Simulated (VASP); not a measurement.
# GaSb (F-43m) in VASP: notebook

GaSb is run at these levels: LDA; tasks: single point, relaxation of cell and atoms.

All numbers are computed with VASP 6.6.1; they aren't measurements. Logs are shortened: lines on timing, memory, paths and dates and some standing lists are left out, and cuts for length are marked.

## 1. The cell of the first run

It takes space group F-43m (No. 216, cubic). Conventional cell: a = 6.050 Å, b = 6.050 Å, c = 6.050 Å, α = 90.00°, β = 90.00°, γ = 90.00°. Ga (site symmetry -43m) has 4 Sb at 2.62 Å within 3.5 Å. Within 3.5 Å of Sb (site symmetry -43m) lie 4 Ga at 2.62 Å.

## 2. Single point, LDA

INCAR reads:

```
ALGO     = Normal         # electronic algorithm
EDIFF    = 1E-7           # SCF threshold, eV
ENCUT    = 520            # plane-wave cutoff, eV
GGA      = CA             # functional
ISIF     = 2              # what is computed and relaxed
ISMEAR   = 0              # smearing method
LASPH    = T              # aspherical terms in the spheres
LCHARG   = F              # write CHGCAR
LREAL    = F              # projectors in reciprocal space
LWAVE    = F              # write WAVECAR
NBANDS   = 16             # bands
NELM     = 80             # most SCF steps
PREC     = Accurate       # precision mode
SIGMA    = 0.1            # smearing width, eV
```

KPOINTS reads:

```
k-points
0
Gamma
  12 12 12
```

POSCAR reads:

```
GaSb
1.0
    0.0000000000      3.0250672253      3.0250672253
    3.0250672253      0.0000000000      3.0250672253
    3.0250672253      3.0250672253      0.0000000000
Ga Sb
1 1
Direct
    0.0000000000      0.0000000000      0.0000000000
    0.7500000000      0.7500000000      0.7500000000
```

Potentials or basis: VASP PAW LDA potentials, release 64 (Ga_d, Sb).

Launch:

```sh
cat potpaw_LDA.64/Ga_d/POTCAR potpaw_LDA.64/Sb/POTCAR > POTCAR
mpirun -np 1 vasp_std > vasp.out
```

OUTCAR:

```text
EDIFF = 1E-7
   ENCUT = 520
   GGA = CA
   ISIF = 2
   ISMEAR = 0
   LASPH = T
   LREAL = F
   NELM = 80
   PREC = Accurate

 ion  position               nearest neighbor table
   1  0.000  0.000  0.000-   2 2.62   2 2.62   2 2.62   2 2.62
   2  0.750  0.750  0.750-   1 2.62   1 2.62   1 2.62   1 2.62

  LATTYP: Found a face centered cubic cell.
 ALAT       =     6.0501344506

  Lattice vectors:

 A1 = (   0.0000000000,   3.0250672253,   3.0250672253)
 A2 = (   3.0250672253,   0.0000000000,   3.0250672253)
 A3 = (   3.0250672253,   3.0250672253,   0.0000000000)

Analysis of symmetry for initial positions (statically):
=====================================================================
 Subroutine PRICEL returns:
 Original cell was already a primitive cell.

 Routine SETGRP: Setting up the symmetry group for a
 face centered cubic supercell.

 Subroutine GETGRP returns: Found 24 space group operations
 (whereof 24 operations were pure point group operations)
 out of a pool of 48 trial point group operations.

The static configuration has the point symmetry T_d .

Analysis of symmetry for dynamics (positions and initial velocities):
=====================================================================
 Subroutine PRICEL returns:
 Original cell was already a primitive cell.

 Routine SETGRP: Setting up the symmetry group for a
 face centered cubic supercell.

 Subroutine GETGRP returns: Found 24 space group operations
 (whereof 24 operations were pure point group operations)
 out of a pool of 48 trial point group operations.

The dynamic configuration has the point symmetry T_d .

 Subroutine INISYM returns: Found 24 space group operations
 (whereof 24 operations are pure point group operations),
 and found     1 'primitive' translations

----------------------------------------------------------------------------------------

                                     Primitive cell

  volume of cell :      55.3650

  direct lattice vectors                    reciprocal lattice vectors
     0.000000000  3.025067225  3.025067225    -0.165285583  0.165285583  0.165285583
     3.025067225  0.000000000  3.025067225     0.165285583 -0.165285583  0.165285583
     3.025067225  3.025067225  0.000000000     0.165285583  0.165285583 -0.165285583

  length of vectors
     4.278091097  4.278091097  4.278091097     0.286283028  0.286283028  0.286283028

  position of ions in fractional coordinates (direct lattice)
     0.000000000  0.000000000  0.000000000
     0.750000000  0.750000000  0.750000000

  ion indices of the primitive-cell ions
   primitive index   ion index
                 1           1
                 2           2

----------------------------------------------------------------------------------------

 KPOINTS: k-points

Automatic generation of k-mesh.
 Grid dimensions read from file:
 generate k-points for:   12   12   12

 Generating k-lattice:

  Cartesian coordinates                     Fractional coordinates (reciprocal lattice)
    -0.013773799  0.013773799  0.013773799     0.083333333  0.000000000  0.000000000
     0.013773799 -0.013773799  0.013773799     0.000000000  0.083333333  0.000000000
     0.013773799  0.013773799 -0.013773799     0.000000000  0.000000000  0.083333333

  Length of vectors
     0.023856919  0.023856919  0.023856919

  Shift w.r.t. Gamma in fractional coordinates (k-lattice)
     0.000000000  0.000000000  0.000000000

 Subroutine IBZKPT returns following result:
 ===========================================

 Found     72 irreducible k-points:

 Following reciprocal coordinates:
            Coordinates               Weight
  0.000000  0.000000  0.000000      1.000000
  0.083333  0.000000  0.000000      8.000000
  0.166667  0.000000  0.000000      8.000000
  0.250000  0.000000  0.000000      8.000000
  0.333333  0.000000  0.000000      8.000000
  0.416667  0.000000  0.000000      8.000000
[... 16 lines left out ...]
  0.500000  0.166667  0.000000     24.000000
 -0.416667  0.166667  0.000000     24.000000
 [... further k-points ...]
   k-points           NKPTS =     72   k-points in BZ     NKDIM =     72   number of bands    NBANDS=     16
   number of dos      NEDOS =    301   number of ions     NIONS =      2
   total plane-waves  NPLWV =  32768
   dimension x,y,z NGX =    32 NGY =   32 NGZ =   32
   dimension x,y,z NGXF=    64 NGYF=   64 NGZF=   64
   ions per type =               1   1
   NGX,Y,Z   is equivalent  to a cutoff of  12.44, 12.44, 12.44 a.u.
   NGXF,Y,Z  is equivalent  to a cutoff of  24.87, 24.87, 24.87 a.u.
 SYSTEM =  unknown system
   PREC   = accura    normal or accurate (medium, high low for compatibility)
   ISTART =      0    job   : 0-new  1-cont  2-samecut
   ICHARG =      2    charge: 1-file 2-atom 10-const
   ISPIN  =      1    spin polarized calculation?
   LNONCOLLINEAR =      F non collinear calculations
   LSORBIT =      F    spin-orbit coupling
   LASPH  =      T    aspherical Exc in radial PAW
[... 25 lines left out ...]
  Thomas-Fermi vector in A             =   2.262373
   LORBIT       =      0    0 simple, 1 ext, 2 COOP (PROOUT), +10 PAW based schemes
   GGA     = CA    functional components
   LHFCALC =     F    Hartree Fock is set to
   AEXX    =    0.0000 exact exchange contribution
   IVDW    =     0    specifies the selected vdW correction
   LEPSILON=     F    determine dielectric tensor
   LRPA    =     F    only Hartree local field effects (RPA)
 non-spin polarized calculation
 Gauss-broadening in eV      SIGMA  =   0.10
  energy-cutoff  :      520.00
  volume of cell :       55.36
 maximum number of plane-waves:      1524
   NGX = 15   NGY = 15   NGZ = 15

 number of electron      17.9999989 magnetization

 Free energy of the ion-electron system (eV)
  ---------------------------------------------------
  ext. energy  EPLUGINS =         0.00000000
  ---------------------------------------------------
  free energy    TOTEN  =        -8.67384994 eV

  energy without entropy =       -8.67376702  energy(sigma->0) =       -8.67380848

 E-fermi :   5.1169     XC(G=0):  -9.5417

 val. band max:        5.0289875440   @ k =   0.0000   0.0000   0.0000
 cond. band min:       5.1446300986   @ k =   0.0000   0.0000   0.0000
 fundamental gap:      0.1156425546
 Fermi energy:         5.1168866430

 k-point     1 :       0.0000    0.0000    0.0000
  band No.  band energies     occupation
      1     -10.1835      2.00000
      2     -10.1835      2.00000
      3     -10.1835      2.00000
      4     -10.1289      2.00000
      5     -10.1289      2.00000
      6      -6.7247      2.00000
[... 8 lines left out ...]
     15      13.6499      0.00000
     16      13.6499      0.00000

 k-point     2 :       0.0833    0.0000    0.0000
  band No.  band energies     occupation
      1     -10.1856      2.00000
      2     -10.1825      2.00000
      3     -10.1825      2.00000
      4     -10.1290      2.00000
      5     -10.1290      2.00000
      6      -6.6503      2.00000
[... 8 lines left out ...]
     15      13.0974      0.00000
     16      13.0974      0.00000

 k-point     3 :       0.1667    0.0000    0.0000
  band No.  band energies     occupation
      1     -10.1915      2.00000
      2     -10.1801      2.00000
      3     -10.1801      2.00000
      4     -10.1292      2.00000
      5     -10.1292      2.00000
      6      -6.4313      2.00000
[... 8 lines left out ...]
     15      12.6099      0.00000
     16      12.6099      0.00000

 k-point     4 :       0.2500    0.0000    0.0000
  band No.  band energies     occupation
      1     -10.1994      2.00000
      2     -10.1769      2.00000
      3     -10.1769      2.00000
      4     -10.1294      2.00000
      5     -10.1294      2.00000
      6      -6.0831      2.00000
[... 8 lines left out ...]
     15      12.5916      0.00000
     16      12.5916      0.00000
[... 324 lines left out ...]
 k-point    22 :       0.4167    0.1667    0.0000
  band No.  band energies     occupation
      1     -10.2153      2.00000
      2     -10.1699      2.00000
      3     -10.1681      2.00000
      4     -10.1332      2.00000
      5     -10.1274      2.00000
      6      -5.2499      2.00000
[... 8 lines left out ...]
     15      14.2978      0.00000
     16      14.9229      0.00000

 k-point    23 :       0.5000    0.1667    0.0000
  band No.  band energies     occupation
      1     -10.2181      2.00000
      2     -10.1691      2.00000
      3     -10.1673      2.00000
      4     -10.1321      2.00000
      5     -10.1280      2.00000
      6      -4.8784      2.00000
[... 8 lines left out ...]
     15      14.8482      0.00000
     16      14.9892      0.00000

 k-point    24 :      -0.4167    0.1667    0.0000
  band No.  band energies     occupation
      1     -10.2179      2.00000
      2     -10.1690      2.00000
      3     -10.1679      2.00000
      4     -10.1308      2.00000
      5     -10.1291      2.00000
      6      -4.8163      2.00000
[... 8 lines left out ...]
     15      13.7217      0.00000
     16      14.1513      0.00000

 [... further k-points ...]

------------------------ aborting loop because EDIFF is reached ----------------------------------------

  FORCE on cell =-STRESS in cart. coord.  units (eV):
  Direction    XX          YY          ZZ          XY          YZ          ZX
  --------------------------------------------------------------------------------------
  -------------------------------------------------------------------------------------
  Total        0.0548422      0.0548422      0.0548422      0.0000000      0.0000000      0.0000000
  in kB        1.5870492      1.5870492      1.5870492      0.0000000      0.0000000      0.0000000
  external PRESSURE =       1.5870492 kB  Pullay stress =       0.0000000 kB

 VOLUME and BASIS-vectors are now :
 -----------------------------------------------------------------------------
  energy-cutoff  :      520.00
  volume of cell :       55.36
      direct lattice vectors                 reciprocal lattice vectors
     0.000000000  3.025067225  3.025067225    -0.165285583  0.165285583  0.165285583
     3.025067225  0.000000000  3.025067225     0.165285583 -0.165285583  0.165285583
     3.025067225  3.025067225  0.000000000     0.165285583  0.165285583 -0.165285583

 POSITION                                       TOTAL-FORCE (eV/Angst)
 -----------------------------------------------------------------------------------
      0.00000      0.00000      0.00000        -0.000000     -0.000000     -0.000000
      4.53760      4.53760      4.53760         0.000000      0.000000      0.000000
 -----------------------------------------------------------------------------------
    total drift:                               -0.000000     -0.000000     -0.000001

  FREE ENERGIE OF THE ION-ELECTRON SYSTEM (eV)
  ---------------------------------------------------
  free  energy   TOTEN  =        -8.6738499444 eV

  energy  without entropy=       -8.6737670183  energy(sigma->0) =       -8.67380848
```

Run time: 61 s. Hardware: 1 thread of Intel Xeon Platinum 8259CL at 2.50GHz (Skylake/Cascade Lake), shared host; peak memory 0.19 GiB.

Results:

```yaml
Free_energy: -8.6738 eV
Pressure: 0.2 GPa
```

Caveat: spin-orbit coupling is left out, which moves the levels of the heavy elements.

## 3. Single point, LDA

INCAR reads:

```
ALGO = Normal
EDIFF = 1E-6
ENCUT = 520
ISIF = 2
ISMEAR = -1
LASPH = T
LCHARG = T
LELF = T
LREAL = F
LVHAR = T
LWAVE = F
NBANDS = 16
NELM = 60
PREC = Accurate
SIGMA = 0.15
```

KPOINTS is that of step 2.

POSCAR is that of step 2.

Potentials or basis: VASP PAW LDA potentials, release 64 (Ga_d, Sb).

Launch:

```sh
cat potpaw_LDA.64/Ga_d/POTCAR potpaw_LDA.64/Sb/POTCAR > POTCAR
mpirun -np 1 vasp_std > vasp.out
```

Run time: 52 s. Hardware: 1 thread of Intel Xeon Platinum 8259CL at 2.50GHz (Skylake/Cascade Lake), shared host; peak memory 0.19 GiB.

It converged, with:

* Free energy: -8.6757 eV
* Pressure: 0.2 GPa

Levels at points of the mesh, in eV from the Fermi level:
| k point | band 7 | band 8 | band 9 | band 10 | band 11 | band 12 |
| --- | --- | --- | --- | --- | --- | --- |
| (0.00, 0.00, 0.00) | -0.20 | -0.20 | -0.20 | -0.08 | 2.55 | 2.55 |
| (0.50, 0.00, 0.00) | -6.77 | -1.40 | -1.40 | 0.17 | 3.52 | 3.52 |
| (0.50, 0.50, 0.00) | -7.20 | -2.89 | -2.89 | 0.60 | 0.91 | 8.60 |

Caveat: spin-orbit coupling is left out, which moves the levels of the heavy elements.

## 4. Relaxation of cell and atoms, LDA

INCAR reads:

```
ALGO     = Normal         # electronic algorithm
EDIFF    = 1E-7           # SCF threshold, eV
EDIFFG   = -0.001         # ionic threshold
ENCUT    = 600            # plane-wave cutoff, eV
GGA      = CA             # functional
IBRION   = 2              # ionic algorithm
ISIF     = 3              # what is computed and relaxed
ISMEAR   = -1             # smearing method
LASPH    = True           # aspherical terms in the spheres
LCHARG   = False          # write CHGCAR
LREAL    = False          # projectors in reciprocal space
LWAVE    = False          # write WAVECAR
NELM     = 80             # most SCF steps
NSW      = 80             # ionic steps
PREC     = Accurate       # precision mode
SIGMA    = 0.15           # smearing width, eV
```

KPOINTS is that of step 3.

POSCAR is that of step 3.

Launch:

```sh
cat potpaw_LDA.64/Ga_d/POTCAR potpaw_LDA.64/Sb/POTCAR > POTCAR
mpirun -np 1 vasp_std > vasp.out
```

Wall time 3.1 min (1 thread of Intel Xeon Platinum 8259CL at 2.50GHz (Skylake/Cascade Lake), shared host); peak memory 0.21 GiB.

It converged, with:

- Free energy: -8.6757 eV
- Relaxed volume: 27.78 Å³/atom
- Relaxed cell: a = 4.283 Å, b = 4.283 Å, c = 4.283 Å, α = 60.00°, β = 60.00°, γ = 60.00°
- Space group after relaxing (to 0.05 Å): F-43m (No. 216)
- Energy gained by relaxing: 0.1 meV/atom
- Ionic steps: 6
- Pressure after relaxing: 0.0 GPa

Step by step:
| step | energy change (eV) | largest force (eV/Å) | pressure (GPa) | volume (Å³) |
| --- | --- | --- | --- | --- |
| 1 | 0.0000 | 0.0000 | 0.18 | 55.36 |
| 2 | -0.0001 | 0.0000 | -0.05 | 55.61 |
| 3 | -0.0001 | 0.0000 | -0.01 | 55.56 |
| 4 | -0.0001 | 0.0000 | 0.01 | 55.56 |
| 5 | -0.0001 | 0.0000 | 0.01 | 55.56 |
| 6 | -0.0001 | 0.0000 | 0.00 | 55.56 |

Final structure:
```xyz
2
Lattice="0.0000 3.0286 3.0286 3.0286 0.0000 3.0286 3.0286 3.0286 0.0000" Properties=species:S:1:pos:R:3 pbc="T T T"
Ga    0.0000    0.0000    0.0000
Sb    4.5429    4.5429    4.5429
```

Levels at points of the mesh, in eV from the Fermi level:
| k point | band 5 | band 6 | band 7 | band 8 | band 9 | band 10 | band 11 | band 12 | band 13 |
| --- | --- | --- | --- | --- | --- | --- | --- | --- | --- |
| (0.00, 0.00, 0.00) | -15.34 | -11.92 | -0.19 | -0.19 | -0.19 | -0.10 | 2.55 | 2.55 | 2.55 |
| (0.50, 0.00, 0.00) | -15.34 | -10.22 | -6.75 | -1.40 | -1.40 | 0.17 | 3.52 | 3.52 | 6.10 |
| (0.50, 0.50, 0.00) | -15.34 | -9.35 | -7.18 | -2.88 | -2.88 | 0.61 | 0.92 | 8.58 | 8.58 |

Caveat: spin-orbit coupling is left out, which moves the levels of the heavy elements.

## 5. Single point, LDA

This run uses another cell than the first one, of 26.37 Å³/atom, 0.953 times its volume.

INCAR reads:

```
SYSTEM = GaSb
  ALGO = Normal
  EDIFF = 1E-7
  ENCUT = 520
  ISIF = 2
  ISMEAR = -1
  LASPH = .True.
  LCHARG = .False.
  LREAL = .False.
  LWAVE = .False.
  NBANDS = 16
  NELM = 100
  PREC = Accurate
  SIGMA = 0.15
```

KPOINTS reads:

```
k-points
0
Gamma
  12 12 12
  0 0 0
```

POSCAR reads:

```
GaSb
1.0
    0.0000000000      2.9766569352      2.9766569352
    2.9766569352      0.0000000000      2.9766569352
    2.9766569352      2.9766569352      0.0000000000
Ga Sb
1 1
Direct
    0.0000000000      0.0000000000      0.0000000000
    0.7500000000      0.7500000000      0.7500000000
```

Launch:

```sh
cat potpaw_LDA.64/Ga_d/POTCAR potpaw_LDA.64/Sb/POTCAR > POTCAR
mpirun -np 1 vasp_std > vasp.out
```

Run time: 16 s. Hardware: 1 thread of Intel Xeon 6975P-C (Granite Rapids), shared host; peak memory 0.19 GiB.

The run converged. Its results:

| Property | Result |
| --- | --- |
| Free energy | -8.6485 eV |
| Pressure | 3.3 GPa |
| Band gap on the k mesh | 0.48 eV, direct |

Levels at points of the mesh, in eV from the valence-band top:
| k point | band 5 | band 6 | band 7 | band 8 | band 9 | band 10 | band 11 | band 12 | band 13 | band 14 |
| --- | --- | --- | --- | --- | --- | --- | --- | --- | --- | --- |
| (0.00, 0.00, 0.00) | -15.26 | -12.12 | 0.00 | 0.00 | 0.00 | 0.48 | 2.72 | 2.72 | 2.72 | 5.69 |
| (0.50, 0.00, 0.00) | -15.26 | -10.28 | -6.83 | -1.29 | -1.29 | 0.48 | 3.71 | 3.71 | 6.25 | 9.68 |
| (0.50, 0.50, 0.00) | -15.26 | -9.32 | -7.24 | -2.88 | -2.88 | 0.73 | 1.01 | 9.11 | 9.11 | 10.62 |

Caveat: spin-orbit coupling is left out, which moves the levels of the heavy elements. A k mesh can miss the band edges.

## 6. Single point, LDA (volume scaled by 0.98)

INCAR reads:

```
ALGO = Normal
EDIFF = 1E-6
ENCUT = 520
ISIF = 2
ISMEAR = -1
LASPH = T
LCHARG = F
LREAL = F
LWAVE = F
NBANDS = 16
NELM = 60
PREC = Accurate
SIGMA = 0.15
```

KPOINTS reads:

```
k-points
0
Gamma
  12 12 12
```

POSCAR reads:

```
GaSb
1.0
    0.0000000000      3.0047641534      3.0047641534
    3.0047641534      0.0000000000      3.0047641534
    3.0047641534      3.0047641534      0.0000000000
Ga Sb
1 1
Direct
    0.0000000000      0.0000000000      0.0000000000
    0.7500000000      0.7500000000      0.7500000000
```

Potentials or basis: VASP PAW LDA potentials, release 64 (Ga_d, Sb).

Launch:

```sh
cat potpaw_LDA.64/Ga_d/POTCAR potpaw_LDA.64/Sb/POTCAR > POTCAR
mpirun -np 1 vasp_std > vasp.out
```

Run time: 16 s. Hardware: 1 thread of Intel Xeon 6975P-C (Granite Rapids), shared host; peak memory 0.2 GiB.

Results (log left out):

```
Free energy            : -8.6702 eV
Pressure               : 1.4 GPa
Band gap on the k mesh : 0.26 eV, direct
```

Levels at points of the mesh, in eV from the valence-band top:
| k point | band 7 | band 8 | band 9 | band 10 | band 11 | band 12 |
| --- | --- | --- | --- | --- | --- | --- |
| (0.00, 0.00, 0.00) | 0.00 | 0.00 | 0.00 | 0.26 | 2.73 | 2.73 |
| (0.50, 0.00, 0.00) | -6.68 | -1.24 | -1.24 | 0.41 | 3.71 | 3.71 |
| (0.50, 0.50, 0.00) | -7.10 | -2.77 | -2.77 | 0.77 | 1.06 | 8.93 |

Caveat: the cell differs from its parent crystal (volume scaled by 0.98); spin-orbit coupling is left out, which moves the levels of the heavy elements. A k mesh can miss the band edges.

## 7. Summary

```csv
task,cell,cutoff (eV),smearing,gap on the mesh (eV),pressure (GPa)
single point,"a = 4.278 Å, angles 60.0°, 2 atoms",520,gaussian 0.1 eV,-,0.2
single point,"a = 4.278 Å, angles 60.0°, 2 atoms",520,fermi-dirac 0.15 eV,-,0.2
relaxation of cell and atoms,"relaxed from a = 4.278 Å, angles 60.0°, 2 atoms",600,fermi-dirac 0.15 eV,-,0.0
single point,"a = 4.210 Å, angles 60.0°, 2 atoms",520,fermi-dirac 0.15 eV,0.48,3.3
single point,"a = 4.249 Å, angles 60.0°, 2 atoms",520,fermi-dirac 0.15 eV,0.26,1.4
```

Alike in all rows: level LDA; potentials or basis VASP PAW LDA potentials, release 64 (Ga_d, Sb); no spin polarisation; k mesh 12 × 12 × 12.

Caveats: spin-orbit coupling is left out, which moves the levels of the heavy elements.

Absolute energies hang on the potentials; compare differences alone.
